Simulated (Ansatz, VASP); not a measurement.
# Ga2Se: VASP beside Ansatz

Contents of INCAR:

```
SYSTEM = Ga2Se
  PREC = Accurate
  ENCUT = 600
  EDIFF = 1E-6
  ISMEAR = 0
  SIGMA = 0.02
  LREAL = .False.
  LASPH = .True.
  NELM = 80
  ALGO = Normal
  ISIF = 3
  LWAVE = .False.
  LCHARG = .False.
  GGA = PE
  IBRION = 2
  NSW = 100
  EDIFFG = -0.01
```

The input KPOINTS:

```
Automatic mesh
0
Gamma
  4 4 4
  0 0 0
```

Contents of POSCAR:

```
Ga2Se
1.0
    0.0000000000      6.5144921885      6.5144921885
    6.5144921885      0.0000000000      6.5144921885
    6.5144921885      6.5144921885      0.0000000000
Ga Se
4 2
Direct
    0.1250000000      0.1250000000      0.1250000000
    0.6250000000      0.1250000000      0.1250000000
    0.1250000000      0.1250000000      0.6250000000
    0.1250000000      0.6250000000      0.1250000000
    0.0000000000      0.0000000000      0.0000000000
    0.2500000000      0.2500000000      0.2500000000
```

Input for Ansatz:

```yaml
crystal:
  lattice:
    - [0.0, 6.5144921885, 6.5144921885]
    - [6.5144921885, 0.0, 6.5144921885]
    - [6.5144921885, 6.5144921885, 0.0]
  atoms:
    - { symbol: Ga, position: [0.125, 0.125, 0.125] }
    - { symbol: Ga, position: [0.625, 0.125, 0.125] }
    - { symbol: Ga, position: [0.125, 0.125, 0.625] }
    - { symbol: Ga, position: [0.125, 0.625, 0.125] }
    - { symbol: Se, position: [0.0, 0.0, 0.0] }
    - { symbol: Se, position: [0.25, 0.25, 0.25] }
basis:
  ecutwfc: 420
kpoints:
  mp_grid: { grid: [4, 4, 4] }
hamiltonian:
  xc: pbe
scf:
  occupations: { method: gaussian, width: 0.02 }
output:
  forces: true
  stress: true
  eigenvalues: true
relax:
  adjacent_minimum: "off"
  f_tol: 0.01
  max_steps: 80
  cell: { stress_tol: 0.05 }
```

Alike in both runs: task relaxation of cell and atoms; functional PBE; k mesh 4 × 4 × 4; occupations gaussian, width 0.02 eV; no spin polarisation.

|  | VASP | Ansatz |
| --- | --- | --- |
| version | VASP 6.6.1 | Ansatz 0.2.0 |
| potentials or method | VASP PAW PBE potentials, release 64 (Ga_d, Se), cutoff 600 eV | scalar-relativistic, plane waves, PAW |
| valence electrons in the cell | 64 | 84 |

VASP gave:

| Property | Result |
| --- | --- |
| gap on the k mesh at the Fermi level, each at its own relaxed structure (eV) | 0.97 |
| relaxed volume (Å³/atom) | 93.39 |
| relaxed cell length with the largest relative difference (Å) | 9.254 |

Q: Which values does Ansatz return?

A: gap on the k mesh at the Fermi level, each at its own relaxed structure (eV): 0.95; relaxed volume (Å³/atom): 92.51; relaxed cell length with the largest relative difference (Å): 9.225.

VASP's potentials hold 64 valence electrons a cell and Ansatz's 84, so a difference there can come from the potentials and not from the codes.
